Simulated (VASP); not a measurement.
# Cu in VASP: single point with PBE

Aim: the single point of Cu with PBE.

Everything below comes from runs of VASP 6.6.1. Logs are shortened: lines on timing, memory, paths and dates and some standing lists are left out, and cuts for length are marked.

## Step 1: The cell of the first run

The cell holds a molecule in a box, 1 atom: a = 15.000 Å, b = 15.500 Å, c = 16.000 Å, α = 90.00°, β = 90.00°, γ = 90.00°.

## Step 2: Single point, PBE, collinear spin, ferromagnetic start

Contents of INCAR:

```
SYSTEM = Cu
PREC = Accurate
ENCUT = 520
EDIFF = 1E-7
ISMEAR = 0
SIGMA = 0.005
LREAL = .FALSE.
LASPH = .TRUE.
NELM = 150
ALGO = Normal
ISIF = 2
LWAVE = .FALSE.
LCHARG = .FALSE.
ISPIN = 2
MAGMOM = 1
LORBIT = 11
LMAXMIX = 4
GGA = PE
NBANDS = 16
ISYM = 0
```

Contents of KPOINTS:

```
regular mesh
0
G
  1 1 1
  0 0 0
```

Contents of POSCAR:

```
Cu
1.0
   15.0000000000      0.0000000000      0.0000000000
    0.0000000000     15.5000000000      0.0000000000
    0.0000000000      0.0000000000     16.0000000000
Cu
1
Direct
    0.5000000000      0.5000000000      0.5000000000
```

Potentials or basis: VASP PAW PBE potentials, release 64 (Cu).

Run with:

```bash
cat potpaw_PBE.64/Cu/POTCAR > POTCAR
mpirun -np 1 vasp_gam > vasp.out
```

OUTCAR:

```text
SYSTEM = Cu
   PREC = Accurate
   ENCUT = 520
   EDIFF = 1E-7
   ISMEAR = 0
   LREAL = .FALSE.
   LASPH = .TRUE.
   NELM = 150
   ISIF = 2
   ISPIN = 2
   LORBIT = 11
   GGA = PE
   ISYM = 0

 ion  position               nearest neighbor table
   1  0.500  0.500  0.500-

IMPORTANT INFORMATION: All symmetrisations will be switched off!
NOSYMM: (Re-)initialisation of all symmetry stuff for point group C_1.

----------------------------------------------------------------------------------------

                                     Primitive cell

  volume of cell :    3720.0000

  direct lattice vectors                    reciprocal lattice vectors
    15.000000000  0.000000000  0.000000000     0.066666667  0.000000000  0.000000000
     0.000000000 15.500000000  0.000000000     0.000000000  0.064516129  0.000000000
     0.000000000  0.000000000 16.000000000     0.000000000  0.000000000  0.062500000

  length of vectors
    15.000000000 15.500000000 16.000000000     0.066666667  0.064516129  0.062500000

  position of ions in fractional coordinates (direct lattice)
     0.500000000  0.500000000  0.500000000

  ion indices of the primitive-cell ions
   primitive index   ion index
                 1           1

----------------------------------------------------------------------------------------

 KPOINTS: regular mesh

Automatic generation of k-mesh.
 Grid dimensions read from file:
 generate k-points for:    1    1    1

 Generating k-lattice:

  Cartesian coordinates                     Fractional coordinates (reciprocal lattice)
     0.066666667  0.000000000  0.000000000     1.000000000  0.000000000  0.000000000
     0.000000000  0.064516129  0.000000000     0.000000000  1.000000000  0.000000000
     0.000000000  0.000000000  0.062500000     0.000000000  0.000000000  1.000000000

  Length of vectors
     0.066666667  0.064516129  0.062500000

  Shift w.r.t. Gamma in fractional coordinates (k-lattice)
     0.000000000  0.000000000  0.000000000

 Subroutine IBZKPT returns following result:
 ===========================================

 Found      1 irreducible k-points:

 Following reciprocal coordinates:
            Coordinates               Weight
  0.000000  0.000000  0.000000      1.000000
   k-points           NKPTS =      1   k-points in BZ     NKDIM =      1   number of bands    NBANDS=     16
   number of dos      NEDOS =    301   number of ions     NIONS =      1
   total plane-waves  NPLWV = ******
   dimension x,y,z NGX =   112 NGY =  120 NGZ =  120
   dimension x,y,z NGXF=   224 NGYF=  240 NGZF=  240
   ions per type =               1
   NGX,Y,Z   is equivalent  to a cutoff of  12.41, 12.87, 12.47 a.u.
   NGXF,Y,Z  is equivalent  to a cutoff of  24.83, 25.74, 24.94 a.u.
 SYSTEM =  Cu
   PREC   = accura    normal or accurate (medium, high low for compatibility)
   ISTART =      0    job   : 0-new  1-cont  2-samecut
   ICHARG =      2    charge: 1-file 2-atom 10-const
   ISPIN  =      2    spin polarized calculation?
   LNONCOLLINEAR =      F non collinear calculations
   LSORBIT =      F    spin-orbit coupling
   LASPH  =      T    aspherical Exc in radial PAW
   ENCUT  =  520.0 eV  38.22 Ry    6.18 a.u.  27.89 28.82 29.75*2*pi/ulx,y,z
   NELM   =    150;   NELMIN=  2; NELMDL= -5     # of ELM steps
   EDIFF  = 0.1E-06   stopping-criterion for ELM
   LREAL  =      F    real-space projection
   EDIFFG = 0.1E-05   stopping-criterion for IOM
   NSW    =      0    number of steps for IOM
   IBRION =     -1    ionic relax: 0-MD 1-quasi-New 2-CG
   NFREE  =      0    steps in history (QN), initial steepest desc. (CG)
   ISIF   =      2    stress and relaxation
   ISYM   =      0    0-nonsym 1-usesym 2-fastsym
   POTIM  = 0.5000    time-step for ionic-motion
   TEBEG  =    0.0;   TEEND  =   0.0 temperature during run
   PSTRESS=    0.0 pullay stress
   NELECT =      11.0000    total number of electrons
   NUPDOWN=      -1.0000    fix difference up-down
   EMIN   =  10.00;   EMAX   =-10.00  energy-range for DOS
   EFERMI =   0.00;   METHOD = LEGACY
   ISMEAR =     0;   SIGMA  =   0.01  broadening in eV -4-tet -1-fermi 0-gaus
   EFERMI_NEDOS =   21; number of points for ismear=-14 and -15
   IALGO  =     38    algorithm
   IMIX   =      4    mixing-type and parameters
     AMIX     =   0.40;   BMIX     =  1.00
     AMIX_MAG =   1.60;   BMIX_MAG =  1.00
  volume/ion in A,a.u.               =    3720.00     25103.80
  Fermi-wavevector in a.u.,A,eV,Ry     =   0.234977  0.444042  0.751233  0.055214
  Thomas-Fermi vector in A             =   1.033633
   LORBIT       =     11    0 simple, 1 ext, 2 COOP (PROOUT), +10 PAW based schemes
   GGA     = PE    functional components
   LHFCALC =     F    Hartree Fock is set to
   AEXX    =    0.0000 exact exchange contribution
   IVDW    =     0    specifies the selected vdW correction
   LEPSILON=     F    determine dielectric tensor
   LRPA    =     F    only Hartree local field effects (RPA)
 spin polarized calculation
 Gauss-broadening in eV      SIGMA  =   0.01
  energy-cutoff  :      520.00
  volume of cell :     3720.00
 maximum number of plane-waves:     50071
 NGX is ok and might be reduce to   112
   NGX = 55   NGY = 57   NGZ = 59

 number of electron      11.0000011 magnetization       1.0000000

 Free energy of the ion-electron system (eV)
  ---------------------------------------------------
  ext. energy  EPLUGINS =         0.00000000
  ---------------------------------------------------
  free energy    TOTEN  =        -0.24259617 eV

  energy without entropy =       -0.24259617  energy(sigma->0) =       -0.24259617

 E-fermi :  -4.8142     XC(G=0):  -0.2324

 val. band max:       -4.8500669727   @ k =   0.0000   0.0000   0.0000
 cond. band min:      -4.0190787486   @ k =   0.0000   0.0000   0.0000
 fundamental gap:      0.8309882241
 Fermi energy:        -4.8142482334

 spin component 1

 k-point     1 :       0.0000    0.0000    0.0000
  band No.  band energies     occupation
      1      -5.0168      1.00000
      2      -5.0168      1.00000
      3      -5.0168      1.00000
      4      -5.0168      1.00000
      5      -5.0168      1.00000
      6      -4.9608      1.00000
[... 8 lines left out ...]
     15       0.6539      0.00000
     16       0.6958      0.00000
 Fermi energy:        -4.8142482334

 spin component 2

 k-point     1 :       0.0000    0.0000    0.0000
  band No.  band energies     occupation
      1      -4.8501      1.00000
      2      -4.8501      1.00000
      3      -4.8501      1.00000
      4      -4.8501      1.00000
      5      -4.8501      1.00000
      6      -4.0191      0.00000
[... 8 lines left out ...]
     15       0.7688      0.00000
     16       0.8061      0.00000

------------------------ aborting loop because EDIFF is reached ----------------------------------------

  FORCE on cell =-STRESS in cart. coord.  units (eV):
  Direction    XX          YY          ZZ          XY          YZ          ZX
  --------------------------------------------------------------------------------------
  -------------------------------------------------------------------------------------
  Total       -0.0083201     -0.0050368     -0.0078508      0.0000002      0.0000002      0.0000001
  in kB       -0.0035834     -0.0021693     -0.0033813      0.0000001      0.0000001      0.0000000
  external PRESSURE =      -0.0030447 kB  Pullay stress =       0.0000000 kB

 VOLUME and BASIS-vectors are now :
 -----------------------------------------------------------------------------
  energy-cutoff  :      520.00
  volume of cell :     3720.00
      direct lattice vectors                 reciprocal lattice vectors
    15.000000000  0.000000000  0.000000000     0.066666667  0.000000000  0.000000000
     0.000000000 15.500000000  0.000000000     0.000000000  0.064516129  0.000000000
     0.000000000  0.000000000 16.000000000     0.000000000  0.000000000  0.062500000

 POSITION                                       TOTAL-FORCE (eV/Angst)
 -----------------------------------------------------------------------------------
      7.50000      7.75000      8.00000         0.000000      0.000000      0.000000
 -----------------------------------------------------------------------------------
    total drift:                                0.000000      0.000000      0.000000

  FREE ENERGIE OF THE ION-ELECTRON SYSTEM (eV)
  ---------------------------------------------------
  free  energy   TOTEN  =        -0.2425961713 eV

  energy  without entropy=       -0.2425961713  energy(sigma->0) =       -0.24259617

 total charge

# of ion       s       p       d       tot
------------------------------------------
    1        0.348   0.000   9.430   9.779

 magnetization (x)

# of ion       s       p       d       tot
------------------------------------------
    1        0.348   0.000  -0.039   0.309
```

Wall time 7.3 min (1 thread of Intel Xeon Platinum 8488C (Sapphire Rapids), shared host); peak memory 3.4 GiB.

Results:

- Free energy: -0.2426 eV
- Gap between the frontier levels: 0.83 eV
- Net moment: 1.00 μB per cell
- Site moments: Cu +0.31 μB
- Valence electrons inside the program's atomic spheres: Cu 9.78
